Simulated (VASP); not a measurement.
# Rb (P6_3/mmc) in VASP: further runs

Runs on Rb. Level: PBE+D3(BJ). Tasks: relaxation of cell and atoms, single point.

Program: VASP 6.6.1. These are calculated values, not measurements. Logs are shortened: lines on timing, memory, paths and dates and some standing lists are left out, and cuts for length are marked.

## Step 1: The cell of the first run

Symmetry: P6_3/mmc, No. 194, hexagonal system. Conventional cell: a = 4.926 Å, b = 4.926 Å, c = 8.181 Å, α = 90.00°, β = 90.00°, γ = 120.00°.

## Step 2: Relaxation of cell and atoms, PBE+D3(BJ)

Input file INCAR:

```
SYSTEM = Rb
PREC = Accurate
ENCUT = 600
EDIFF = 1E-6
ISMEAR = 0
SIGMA = 0.1
LREAL = .FALSE.
LASPH = .TRUE.
NELM = 100
ALGO = Normal
ISIF = 3
LWAVE = .FALSE.
LCHARG = .FALSE.
GGA = PE
IVDW = 12
IBRION = 2
NSW = 100
EDIFFG = -0.005
```

Input file KPOINTS:

```
Automatic mesh
0
G
  12 12 6
  0 0 0
```

Input file POSCAR:

```
Rb
1.0
    4.9256626740      0.0000000000      0.0000000000
   -2.4628313370      4.2657490061      0.0000000000
    0.0000000000      0.0000000000      8.1808150590
Rb
2
Direct
    0.3333333333      0.6666666667      0.2500000000
    0.6666666667      0.3333333333      0.7500000000
```

Potentials or basis: VASP PAW PBE potentials, release 64 (Rb_sv).

Started as:

```bash
$ cat potpaw_PBE.64/Rb_sv/POTCAR > POTCAR
$ mpirun -np 1 vasp_std > vasp.out
```

OUTCAR:

```text
SYSTEM = Rb
   PREC = Accurate
   ENCUT = 600
   EDIFF = 1E-6
   ISMEAR = 0
   LREAL = .FALSE.
   LASPH = .TRUE.
   NELM = 100
   ISIF = 3
   GGA = PE
   IVDW = 12
   IBRION = 2
   NSW = 100
   EDIFFG = -0.005
 IVDW          = 12

 ion  position               nearest neighbor table
   1  0.333  0.667  0.250-   2 4.98   2 4.98   2 4.98   2 4.98   2 4.98   2 4.98
   2  0.667  0.333  0.750-   1 4.98   1 4.98   1 4.98   1 4.98   1 4.98   1 4.98

  LATTYP: Found a hexagonal cell.
 ALAT       =     4.9256626740
 C/A-ratio  =     1.6608557265

  Lattice vectors:

 A1 = (   4.9256626740,   0.0000000000,   0.0000000000)
 A2 = (  -2.4628313370,   4.2657490061,   0.0000000000)
 A3 = (   0.0000000000,   0.0000000000,   8.1808150590)

Analysis of symmetry for initial positions (statically):
=====================================================================
 Subroutine PRICEL returns:
 Original cell was already a primitive cell.

 Routine SETGRP: Setting up the symmetry group for a
 hexagonal supercell.

 Subroutine GETGRP returns: Found 24 space group operations
 (whereof 12 operations were pure point group operations)
 out of a pool of 24 trial point group operations.

The static configuration has the point symmetry D_3d.
 The point group associated with its full space group is D_6h.

Analysis of symmetry for dynamics (positions and initial velocities):
=====================================================================
 Subroutine PRICEL returns:
 Original cell was already a primitive cell.

 Routine SETGRP: Setting up the symmetry group for a
 hexagonal supercell.

 Subroutine GETGRP returns: Found 24 space group operations
 (whereof 12 operations were pure point group operations)
 out of a pool of 24 trial point group operations.

The dynamic configuration has the point symmetry D_3d.
 The point group associated with its full space group is D_6h.

 Subroutine INISYM returns: Found 24 space group operations
 (whereof 12 operations are pure point group operations),
 and found     1 'primitive' translations

----------------------------------------------------------------------------------------

                                     Primitive cell

  volume of cell :     171.8923

  direct lattice vectors                    reciprocal lattice vectors
     4.925662674  0.000000000  0.000000000     0.203018369  0.117212710  0.000000000
    -2.462831337  4.265749006  0.000000000     0.000000000  0.234425419  0.000000000
     0.000000000  0.000000000  8.180815059     0.000000000  0.000000000  0.122237209

  length of vectors
     4.925662674  4.925662674  8.180815059     0.234425419  0.234425419  0.122237209

  position of ions in fractional coordinates (direct lattice)
     0.333333333  0.666666667  0.250000000
     0.666666667  0.333333333  0.750000000

  ion indices of the primitive-cell ions
   primitive index   ion index
                 1           1
                 2           2

----------------------------------------------------------------------------------------

 KPOINTS: Automatic mesh

Automatic generation of k-mesh.
 Grid dimensions read from file:
 generate k-points for:   12   12    6

 Generating k-lattice:

  Cartesian coordinates                     Fractional coordinates (reciprocal lattice)
     0.016918197  0.009767726  0.000000000     0.083333333 -0.000000000  0.000000000
     0.000000000  0.019535452  0.000000000     0.000000000  0.083333333  0.000000000
     0.000000000  0.000000000  0.020372868     0.000000000  0.000000000  0.166666667

  Length of vectors
     0.019535452  0.019535452  0.020372868

  Shift w.r.t. Gamma in fractional coordinates (k-lattice)
     0.000000000  0.000000000  0.000000000

 Subroutine IBZKPT returns following result:
 ===========================================

 Found     76 irreducible k-points:

 Following reciprocal coordinates:
            Coordinates               Weight
  0.000000  0.000000  0.000000      1.000000
  0.083333 -0.000000  0.000000      6.000000
  0.166667  0.000000  0.000000      6.000000
  0.250000  0.000000  0.000000      6.000000
  0.333333 -0.000000  0.000000      6.000000
  0.416667  0.000000  0.000000      6.000000
[... 16 lines left out ...]
  0.250000  0.000000  0.166667     12.000000
  0.333333 -0.000000  0.166667     12.000000
 [... further k-points ...]
   k-points           NKPTS =     76   k-points in BZ     NKDIM =     76   number of bands    NBANDS=     13
   number of dos      NEDOS =    301   number of ions     NIONS =      2
   total plane-waves  NPLWV = 112000
   dimension x,y,z NGX =    40 NGY =   40 NGZ =   70
   dimension x,y,z NGXF=    80 NGYF=   80 NGZF=  140
   ions per type =               2
   NGX,Y,Z   is equivalent  to a cutoff of  13.50, 13.50, 14.23 a.u.
   NGXF,Y,Z  is equivalent  to a cutoff of  27.00, 27.00, 28.45 a.u.
 SYSTEM =  Rb
   PREC   = accura    normal or accurate (medium, high low for compatibility)
   ISTART =      0    job   : 0-new  1-cont  2-samecut
   ICHARG =      2    charge: 1-file 2-atom 10-const
   ISPIN  =      1    spin polarized calculation?
   LNONCOLLINEAR =      F non collinear calculations
   LSORBIT =      F    spin-orbit coupling
   LASPH  =      T    aspherical Exc in radial PAW
   ENCUT  =  600.0 eV  44.10 Ry    6.64 a.u.   9.84  9.84 16.34*2*pi/ulx,y,z
   NELM   =    100;   NELMIN=  2; NELMDL= -5     # of ELM steps
   EDIFF  = 0.1E-05   stopping-criterion for ELM
   LREAL  =      F    real-space projection
   EDIFFG = -.5E-02   stopping-criterion for IOM
   NSW    =    100    number of steps for IOM
   IBRION =      2    ionic relax: 0-MD 1-quasi-New 2-CG
   NFREE  =      1    steps in history (QN), initial steepest desc. (CG)
   ISIF   =      3    stress and relaxation
   ISYM   =      2    0-nonsym 1-usesym 2-fastsym
   POTIM  = 0.5000    time-step for ionic-motion
   TEBEG  =    0.0;   TEEND  =   0.0 temperature during run
   PSTRESS=    0.0 pullay stress
   NELECT =      18.0000    total number of electrons
   NUPDOWN=      -1.0000    fix difference up-down
   EMIN   =  10.00;   EMAX   =-10.00  energy-range for DOS
   EFERMI =   0.00;   METHOD = LEGACY
   ISMEAR =     0;   SIGMA  =   0.10  broadening in eV -4-tet -1-fermi 0-gaus
   EFERMI_NEDOS =   21; number of points for ismear=-14 and -15
   IALGO  =     38    algorithm
   IMIX   =      4    mixing-type and parameters
     AMIX     =   0.40;   BMIX     =  1.00
     AMIX_MAG =   1.60;   BMIX_MAG =  1.00
  volume/ion in A,a.u.               =      85.95       579.99
  Fermi-wavevector in a.u.,A,eV,Ry     =   0.771638  1.458184  8.101247  0.595425
  Thomas-Fermi vector in A             =   1.873099
   LORBIT       =      0    0 simple, 1 ext, 2 COOP (PROOUT), +10 PAW based schemes
   GGA     = PE    functional components
   LHFCALC =     F    Hartree Fock is set to
   AEXX    =    0.0000 exact exchange contribution
   IVDW    =    12    specifies the selected vdW correction
   LEPSILON=     F    determine dielectric tensor
   LRPA    =     F    only Hartree local field effects (RPA)
 conjugate gradient relaxation of ions
 non-spin polarized calculation
 Gauss-broadening in eV      SIGMA  =   0.10
  energy-cutoff  :      600.00
  volume of cell :      171.89
 maximum number of plane-waves:      5768
 NGX is ok and might be reduce to    40
   NGX = 19   NGY = 19   NGZ = 33

--------------------------------------- Ionic step        1  -------------------------------------------

 number of electron      18.0000000 magnetization

 Free energy of the ion-electron system (eV)
  ---------------------------------------------------
  ext. energy  EPLUGINS =         0.00000000
  ---------------------------------------------------
  free energy    TOTEN  =        -1.87272641 eV

  energy without entropy =       -1.86402969  energy(sigma->0) =       -1.86837805

------------------------ aborting loop because EDIFF is reached ----------------------------------------

 Edisp (eV)   -0.21426

 E8    (eV) :    -0.1225

  FORCE on cell =-STRESS in cart. coord.  units (eV):
  Direction    XX          YY          ZZ          XY          YZ          ZX
  --------------------------------------------------------------------------------------
  -------------------------------------------------------------------------------------
  Total       0.03283     0.03283    -0.06702    -0.00000     0.00000     0.00000
  in kB       0.30602     0.30602    -0.62470    -0.00000     0.00000     0.00000
  external pressure =       -0.00 kB  Pullay stress =        0.00 kB
[... 141 lines left out ...]
  energy  without entropy=       -2.0786433346  energy(sigma->0) =       -2.08311243

--------------------------------------- Ionic step        5  -------------------------------------------

 number of electron      18.0000000 magnetization

 Free energy of the ion-electron system (eV)
  ---------------------------------------------------
  ext. energy  EPLUGINS =         0.00000000
  ---------------------------------------------------
  free energy    TOTEN  =        -1.87325025 eV

  energy without entropy =       -1.86434707  energy(sigma->0) =       -1.86879866

 E-fermi :   0.1287     XC(G=0):  -5.6057

 val. band max:        0.1153139005   @ k =   0.1667   0.0000   0.1667
 cond. band min:       0.1306543564   @ k =   0.3333   0.1667   0.3333
 fundamental gap:      0.0153404558
 Fermi energy:         0.1287310552

 k-point     1 :       0.0000    0.0000    0.0000
  band No.  band energies     occupation
      1     -28.7232      2.00000
      2     -28.7181      2.00000
      3     -12.8764      2.00000
      4     -12.7767      2.00000
      5     -12.7767      2.00000
      6     -12.7608      2.00000
      7     -12.7608      2.00000
      8     -12.7600      2.00000
      9      -1.9052      2.00000
     10       0.2755      0.03795
     11       0.8485      0.00000
     12       3.6570      0.00000
     13       3.6570      0.00000
[... 353 lines left out ...]
 k-point    24 :       0.3333   -0.0000    0.1667
  band No.  band energies     occupation
      1     -28.7195      2.00000
      2     -28.7169      2.00000
      3     -12.8532      2.00000
      4     -12.8329      2.00000
      5     -12.8239      2.00000
      6     -12.7949      2.00000
      7     -12.7766      2.00000
      8     -12.7737      2.00000
      9      -0.7546      2.00000
     10       0.7178      0.00000
     11       1.5685      0.00000
     12       1.7463      0.00000
     13       2.6498      0.00000

 [... further k-points ...]

------------------------ aborting loop because EDIFF is reached ----------------------------------------

 Edisp (eV)   -0.21436

 E8    (eV) :    -0.1226

  FORCE on cell =-STRESS in cart. coord.  units (eV):
  Direction    XX          YY          ZZ          XY          YZ          ZX
  --------------------------------------------------------------------------------------
  -------------------------------------------------------------------------------------
  Total      -0.00004    -0.00004    -0.00102     0.00000     0.00000     0.00000
  in kB      -0.00040    -0.00040    -0.00947     0.00000     0.00000     0.00000
  external pressure =       -0.00 kB  Pullay stress =        0.00 kB
[... 17 lines left out ...]
  FREE ENERGIE OF THE ION-ELECTRON SYSTEM (eV)
  ---------------------------------------------------
  free  energy   TOTEN  =        -2.0876092142 eV

  energy  without entropy=       -2.0787060350  energy(sigma->0) =       -2.08315762

 reached required accuracy - stopping structural energy minimisation
```

Run time: 4 min. Hardware: 1 thread of Intel Xeon 6975P-C (Granite Rapids), shared host; peak memory 0.45 GiB.

What came out:

```yaml
Free_energy: -2.0876 eV
Relaxed_volume: 85.91 Å³/atom
Relaxed_cell: a = 4.958 Å, b = 4.958 Å, c = 8.070 Å, α = 90.00°, β = 90.00°, γ = 120.00°
Space_group_after_relaxing_to_0.05_Å: P6_3/mmc (No. 194)
Energy_gained_by_relaxing: 0.3 meV/atom
Ionic_steps: 5
Pressure_after_relaxing: 0.0 GPa
Band_gap_on_the_k_mesh: zero (band 9 reaches 1.20 eV, above the bottom of band 10 at -1.20 eV)
Dispersion_energy_per_atom: -0.107 eV
```

Step by step:
```
step  energy change (eV)  largest force (eV/Å)  pressure (GPa)  volume (Å³)
   1              0.0000                0.0000            0.00       171.89
   2             -0.0001                0.0000            0.00       171.89
   3             -0.0005                0.0000            0.00       171.86
   4             -0.0006                0.0000            0.00       171.80
   5             -0.0006                0.0000            0.00       171.82
```

Final structure:
```xyz
2
Lattice="4.9582 0.0000 0.0000 -2.4791 4.2939 0.0000 0.0000 0.0000 8.0705" Properties=species:S:1:pos:R:3 pbc="T T T"
Rb    0.0000    2.8626    2.0176
Rb    2.4791    1.4313    6.0529
```

Levels at points of the mesh, in eV from the Fermi level:
```tsv
k point	band 5	band 6	band 7	band 8	band 9	band 10	band 11	band 12	band 13
(0.00, 0.00, 0.00)	-12.91	-12.89	-12.89	-12.89	-2.03	0.15	0.72	3.53	3.53
(0.50, 0.00, 0.00)	-12.95	-12.93	-12.92	-12.90	0.05	0.33	1.30	1.56	2.14
(0.00, 0.00, 0.50)	-12.90	-12.90	-12.90	-12.90	-1.33	-1.33	2.37	2.37	3.56
(0.50, 0.00, 0.50)	-12.92	-12.92	-12.92	-12.92	0.41	0.41	0.97	0.97	2.56
```

Caveat: pairwise dispersion overbinds metals, which lowers pressure and volume.

(Part 1 of 2 ends here.)
